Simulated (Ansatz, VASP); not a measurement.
## One calculation of GaP, two programs

```xyz
2
Lattice="0.0000 2.6386 2.6386 2.6386 0.0000 2.6386 2.6386 2.6386 0.0000" Properties=species:S:1:pos:R:3 pbc="T T T"
Ga    0.0000    0.0000    0.0000
P     1.3193    1.3193    1.3193
```

Alike in both runs: task single point; functional PBE; dispersion D3(BJ); k mesh 8 × 8 × 8; occupations gaussian, width 0.02 eV; no spin polarisation.

```csv
,VASP,Ansatz
version,VASP 6.6.1,Ansatz 0.2.0
potentials or method,"VASP PAW PBE potentials, release 64 (Ga_d, P), cutoff 500 eV","scalar-relativistic, plane waves, PAW"
valence electrons in the cell,18,18
```

Ansatz gave:

| Quantity | Value |
| --- | --- |
| gap on the k mesh at the Fermi level (eV) | 1.43 |
| least direct gap on the mesh (eV) | 2.64 |
| pressure (GPa) | 9.8 |

Q: What did VASP give for the same quantities?

A: gap on the k mesh at the Fermi level (eV): 1.43; least direct gap on the mesh (eV): 2.65; pressure (GPa): 9.6.
